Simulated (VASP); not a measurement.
## BN: relaxation of cell and atoms with HSE06

BN:

```
B N
1.0
     0.00000    1.80482    1.80482
     1.80482    0.00000    1.80482
     1.80482    1.80482    0.00000
B N
1 1
Direct
  0.00000 0.00000 0.00000
  0.25000 0.25000 0.25000
```

```
Program                            : VASP 6.6.1
Task                               : relaxation of cell and atoms
Functional                         : HSE06
Potentials or basis                : VASP PAW PBE potentials, release 64 (B, N)
Cutoff                             : 600 eV
k mesh                             : 8 × 8 × 8
Occupations                        : fermi-dirac, width 0.02 eV
Spin                               : no spin polarisation
Dipole correction                  : no
Grid for exact exchange (PRECFOCK) : Normal
Further INCAR settings             : ALGO = Normal; EDIFF = 1e-06; IBRION = 2; EDIFFG = -0.005; NSW = 80; ISIF = 3
Share of exact exchange            : 0.25
Screening parameter                : 0.2079 1/Å
```

| Quantity | Value |
| --- | --- |
| Relaxed volume | 5.82 Å³/atom |
| Relaxed cell | a = 2.544 Å, b = 2.544 Å, c = 2.544 Å, α = 60.00°, β = 60.00°, γ = 60.00° |
| Space group after relaxing (to 0.1 Å) | F-43m (No. 216) |
| Energy gained by relaxing | 0.7 meV/atom |
| Ionic steps | 3 |
| Pressure after relaxing | 0.0 GPa |
| Band gap on the k mesh | 5.79 eV (least direct gap 10.63 eV) |

The path:
| step | energy change (eV) | largest force (eV/Å) | pressure (GPa) | volume (Å³) |
| --- | --- | --- | --- | --- |
| 1 | 0.0000 | 0.0000 | -4.04 | 11.76 |
| 2 | 0.0004 | 0.0000 | 4.68 | 11.51 |
| 3 | -0.0015 | 0.0000 | 0.03 | 11.64 |

Final structure:
```
B N
1.0
     0.00000    1.79878    1.79878
     1.79878    0.00000    1.79878
     1.79878    1.79878    0.00000
B N
1 1
Direct
  0.00000 0.00000 0.00000
  0.25000 0.25000 0.25000
```

Levels at points of the mesh, in eV from the valence-band top:
```
           k point  band 1  band 2  band 3  band 4  band 5  band 6  band 7  band 8
(0.00, 0.00, 0.00)  -22.28    0.00    0.00    0.00   10.63   10.63   10.63   12.38
(0.50, 0.00, 0.00)  -17.68  -11.77   -2.13   -2.13   12.04   12.59   12.59   17.53
(0.50, 0.50, 0.00)  -16.18   -9.87   -5.39   -5.39    5.79   10.82   20.69   20.69
```

It took 33 min on 1 thread of Oxide Virtual Turin-like Processor, on a shared host, peak memory 0.2 GiB.

Caveat: the PAW data sets were made with another functional, which shifts forces and pressure a little. A k mesh can miss the band edges.
